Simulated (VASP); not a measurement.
# As (R-3m) in VASP: further runs, part 2 of 2

VASP 6.6.1. Earlier steps stand in the parts before.

### 3 Single point, r2SCAN (24.30 Å³/atom)

This run uses another cell than the first one, of 24.30 Å³/atom.

POSCAR reads:

```
As
1.0
    1.8298068815      1.0564394956      4.1895129444
   -1.8298068815      1.0564394956      4.1895129444
    0.0000000000     -2.1128789912      4.1895129444
As
2
Direct
    0.2194722127      0.2194722127      0.2194722127
    0.7805277873      0.7805277873      0.7805277873
```

INCAR.step1 reads:

```
SYSTEM = As
  ALGO = Normal
  EDIFF = 1E-4
  ENCUT = 520
  GGA = PE
  ISMEAR = 0
  LASPH = .True.
  LCHARG = .False.
  LREAL = .False.
  LWAVE = .True.
  NBANDS = 12
  NELM = 60
  PREC = Accurate
  SIGMA = 0.05
```

INCAR.step2 reads:

```
SYSTEM = As
  ALGO = Normal
  EDIFF = 1E-6
  ENCUT = 520
  ISIF = 2
  ISMEAR = 0
  ISTART = 1
  LASPH = .True.
  LCHARG = .True.
  LELF = .True.
  LMIXTAU = .True.
  LREAL = .False.
  LVHAR = .True.
  LWAVE = .False.
  METAGGA = R2SCAN
  NBANDS = 12
  NELM = 60
  PREC = Accurate
  SIGMA = 0.05
```

KPOINTS reads:

```
k-points
0
Gamma
  14 14 14
  0 0 0
```

Potentials or basis: VASP PAW PBE potentials, release 64 (As).

The run is started by

```sh
$ cat potpaw_PBE.64/As/POTCAR > POTCAR
$ cp INCAR.step1 INCAR
$ mpirun -np 1 vasp_std > vasp.out
$ cp INCAR.step2 INCAR
$ mpirun -np 1 vasp_std > vasp.out
```

OUTCAR:

```text
SYSTEM = As
   EDIFF = 1E-6
   ENCUT = 520
   ISIF = 2
   ISMEAR = 0
   ISTART = 1
   LASPH = .True.
   LREAL = .False.
   METAGGA = R2SCAN
   NELM = 60
   PREC = Accurate

 ion  position               nearest neighbor table
   1  0.219  0.219  0.219-   2 2.50   2 2.50   2 2.50
   2  0.781  0.781  0.781-   1 2.50   1 2.50   1 2.50

  LATTYP: Found a trigonal (rhomboedric) cell.
 ALAT       =     4.6921505030
 COS(alpha) =     0.6958438229

  Lattice vectors:

[... 547 lines left out ...]
------------------------ aborting loop because EDIFF is reached ----------------------------------------

  FORCE on cell =-STRESS in cart. coord.  units (eV):
  Direction    XX          YY          ZZ          XY          YZ          ZX
  --------------------------------------------------------------------------------------
  -------------------------------------------------------------------------------------
  Total        0.1697043      0.1697043      0.1565347      0.0000000     -0.0000000      0.0000000
  in kB        5.5954974      5.5954974      5.1612695      0.0000000     -0.0000000      0.0000000
  external PRESSURE =       5.4507547 kB  Pullay stress =       0.0000000 kB

 VOLUME and BASIS-vectors are now :
 -----------------------------------------------------------------------------
  energy-cutoff  :      520.00
  volume of cell :       48.59
      direct lattice vectors                 reciprocal lattice vectors
     1.829806881  1.056439496  4.189512944     0.273252880  0.157762624  0.079563744
    -1.829806881  1.056439496  4.189512944    -0.273252880  0.157762624  0.079563744
     0.000000000 -2.112878991  4.189512944     0.000000000 -0.315525248  0.079563744

 POSITION                                       TOTAL-FORCE (eV/Angst)
 -----------------------------------------------------------------------------------
      0.00000      0.00000      2.75845         0.000000      0.000000      0.019811
      0.00000      0.00000      9.81009         0.000000      0.000000     -0.019811
 -----------------------------------------------------------------------------------
    total drift:                               -0.000000     -0.000000      0.000000

  FREE ENERGIE OF THE ION-ELECTRON SYSTEM (eV)
  ---------------------------------------------------
  free  energy   TOTEN  =       -29.3998308348 eV

  energy  without entropy=      -29.3995230213  energy(sigma->0) =      -29.39967693
```

It took 12 min on 1 thread of Intel Xeon 8259CL, shared host; peak memory 0.32 GiB.

What came out:

- Free energy: -29.3998 eV
- Pressure: 0.5 GPa
- Largest force: 0.020 eV/Å
- Band gap on the k mesh: zero (bands 5 and 6 overlap by 0.87 eV)

Forces in eV/Å, atoms in the order of the input:
```
As   0.000  0.000  0.020
As   0.000  0.000 -0.020
```

Caveat: the PAW data sets were made with another functional, which shifts forces and pressure a little.

### 4 Single point, r2SCAN

This run uses another cell than the first one, of 28.32 Å³/atom.

POSCAR reads:

```
As
1.0
    1.7946209702      1.0361249002      5.0772516344
   -1.7946209702      1.0361249002      5.0772516344
    0.0000000000     -2.0722498004      5.0772516344
As
2
Direct
    0.2114763185      0.2114763185      0.2114763185
    0.7885236815      0.7885236815      0.7885236815
```

INCAR.step1 reads:

```
PREC = Accurate ; ENCUT = 520
ISMEAR = 0 ; SIGMA = 0.05
LREAL = False ; LASPH = True
NELM = 80 ; NBANDS = 12
GGA = PE ; ALGO = Normal
EDIFF = 1E-4 ; LWAVE = True
LCHARG = False
```

INCAR.step2 reads:

```
PREC = Accurate ; ENCUT = 520
EDIFF = 1E-6 ; ISMEAR = 0
SIGMA = 0.05 ; LREAL = False
LASPH = True ; NELM = 80
ALGO = Normal ; ISIF = 2
LWAVE = False ; LCHARG = False
METAGGA = R2SCAN ; LMIXTAU = True
NBANDS = 12 ; ISTART = 1
```

KPOINTS reads:

```
Automatic mesh
0
Gamma
  14 14 14
```

The run is started by

```sh
$ cat potpaw_PBE.64/As/POTCAR > POTCAR
$ cp INCAR.step1 INCAR
$ mpirun -np 1 vasp_std > vasp.out
$ cp INCAR.step2 INCAR
$ mpirun -np 1 vasp_std > vasp.out
```

Run time: 27 min. Hardware: 1 thread of Intel Xeon 8259CL, shared host; peak memory 0.39 GiB.

Results (log left out):

| Quantity | Value |
| --- | --- |
| Free energy | -29.4193 eV |
| Pressure | 0.1 GPa |
| Largest force | 0.061 eV/Å |

Forces on the atoms (eV/Å):
```
As   0.000  0.000  0.061
As   0.000  0.000 -0.061
```

Stress tensor (GPa, compression positive):
```
0.05 0.00 0.00
0.00 0.05 0.00
0.00 0.00 0.24
```

Levels at points of the mesh, in eV from the Fermi level:
```
           k point  band 3  band 4  band 5  band 6  band 7  band 8
(0.00, 0.00, 0.00)   -2.57   -1.23   -1.23    1.66    2.70    2.70
(0.50, 0.00, 0.00)   -4.47   -3.17   -2.24    0.76    1.53    3.52
(0.50, 0.50, 0.00)   -4.80   -3.25   -3.13    1.46    3.53    4.08
(0.50, 0.50, 0.50)   -1.21   -1.21   -0.23    0.96    2.55    2.55
```

Caveat: the PAW data sets were made with another functional, which shifts forces and pressure a little.

### 5 Single point, r2SCAN (28.57 Å³/atom)

This run uses another cell than the first one, of 28.57 Å³/atom.

POSCAR reads:

```
As
1.0
    1.7964472043      1.0371792770      5.1115481352
   -1.7964472043      1.0371792770      5.1115481352
    0.0000000000     -2.0743585540      5.1115481352
As
2
Direct
    0.2112125252      0.2112125252      0.2112125252
    0.7887874748      0.7887874748      0.7887874748
```

INCAR.step1 reads:

```
  PREC = Accurate
  ENCUT = 520
  ISMEAR = 0
  SIGMA = 0.05
  LREAL = False
  LASPH = True
  NELM = 100
  NBANDS = 12
  GGA = PE
  ALGO = Normal
  EDIFF = 1E-4
  LWAVE = True
  LCHARG = False
```

INCAR.step2 reads:

```
  PREC = Accurate
  ENCUT = 520
  EDIFF = 1E-6
  ISMEAR = 0
  SIGMA = 0.05
  LREAL = False
  LASPH = True
  NELM = 100
  ALGO = Normal
  ISIF = 2
  LWAVE = False
  LCHARG = True
  METAGGA = R2SCAN
  LMIXTAU = True
  LELF = True
  LVHAR = True
  NBANDS = 12
  ISTART = 1
```

KPOINTS reads:

```
regular mesh
0
Gamma
  14 14 14
```

The run is started by

```sh
$ cat potpaw_PBE.64/As/POTCAR > POTCAR
$ cp INCAR.step1 INCAR
$ mpirun -np 1 vasp_std > vasp.out
$ cp INCAR.step2 INCAR
$ mpirun -np 1 vasp_std > vasp.out
```

It took 23 min on 1 thread of Intel Xeon 8259CL, shared host; peak memory 0.39 GiB.

Results (log left out):

```yaml
Free_energy: -29.4193 eV
Pressure: -0.1 GPa
Largest_force: 0.037 eV/Å
Band_gap_on_the_k_mesh: 0.61 eV (least direct gap 1.22 eV)
```

Forces in eV/Å, atoms in the order of the input:
```
As   0.000  0.000  0.037
As   0.000  0.000 -0.037
```

Stress tensor (GPa, compression positive):
```
-0.16  0.00  0.00
 0.00 -0.16  0.00
 0.00  0.00  0.09
```

Levels at points of the mesh, in eV from the valence-band top:
```csv
k point,band 2,band 3,band 4,band 5,band 6,band 7,band 8,band 9
"(0.00, 0.00, 0.00)",-7.80,-2.27,-0.95,-0.95,1.91,2.96,2.96,8.46
"(0.50, 0.00, 0.00)",-10.38,-4.20,-2.89,-1.98,1.05,1.83,3.80,6.06
"(0.50, 0.50, 0.00)",-10.28,-4.51,-2.96,-2.83,1.73,3.77,4.34,6.42
"(0.50, 0.50, 0.50)",-8.47,-0.94,-0.94,0.00,1.22,2.82,2.82,6.63
```

Caveat: the PAW data sets were made with another functional, which shifts forces and pressure a little. A k mesh can miss the band edges.

### 6 Overview

```tsv
cell	gap on the mesh (eV)	pressure (GPa)	largest force (eV/Å)
a = 4.441 Å, angles 49.3°, 2 atoms, atomic positions A	none	0.8	0.05
a = 4.692 Å, angles 45.9°, 2 atoms, atomic positions B	none	0.5	0.02
a = 5.484 Å, angles 38.2°, 2 atoms, atomic positions C	-	0.1	0.06
a = 5.516 Å, angles 38.0°, 2 atoms, atomic positions C	0.61	-0.1	0.04
```

Alike in all rows: task single point; level r2SCAN; potentials or basis VASP PAW PBE potentials, release 64 (As); no spin polarisation; k mesh 14 × 14 × 14; cutoff (eV) 520; smearing gaussian 0.05 eV.

Caveats: the PAW data sets were made with another functional, which shifts forces and pressure a little.

Absolute energies hang on the potentials; compare differences alone.
